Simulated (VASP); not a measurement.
# Au: single point with PBE

The system is Au.

```
CELL_PARAMETERS angstrom
2.90000 0.00000 0.00000
-1.45000 2.51147 0.00000
0.00000 0.00000 4.88000
ATOMIC_POSITIONS crystal
Au 0.33333 0.66667 0.75000
Au 0.66667 0.33333 0.25000
```

- Program: VASP 6.6.1
- Task: single point
- Functional: PBE
- Potentials or basis: VASP PAW PBE potentials, release 64 (Au)
- Cutoff: 520 eV
- k mesh: 15 × 15 × 8
- Occupations: gaussian, width 0.05 eV
- Spin: no spin polarisation

```yaml
Pressure: 1.6 GPa
Band_gap_on_the_k_mesh: zero (band 11 reaches 12.88 eV, above the bottom of band 12 at 6.20 eV)
```

Stress tensor (GPa, compression positive):
```
1.52 0.00 0.00
0.00 1.52 0.00
0.00 0.00 1.62
```

Levels at points of the mesh, in eV from the Fermi level:
```
           k point  band 7  band 8  band 9  band 10  band 11  band 12  band 13  band 14  band 15  band 16
(0.00, 0.00, 0.00)   -4.13   -3.47   -3.47    -2.20    -2.20    -1.00     2.41    14.57    15.60    16.67
(0.00, 0.00, 0.50)   -4.45   -4.45   -2.63    -2.63    -2.63    -2.63    10.27    10.27    14.85    14.85
```

It took 18 s on 1 thread of Intel(R) Xeon(R) 6975P-C (Granite Rapids) (shared host), peak memory 0.2 GiB.

Caveat: spin-orbit coupling is left out, which moves the levels of the heavy elements.
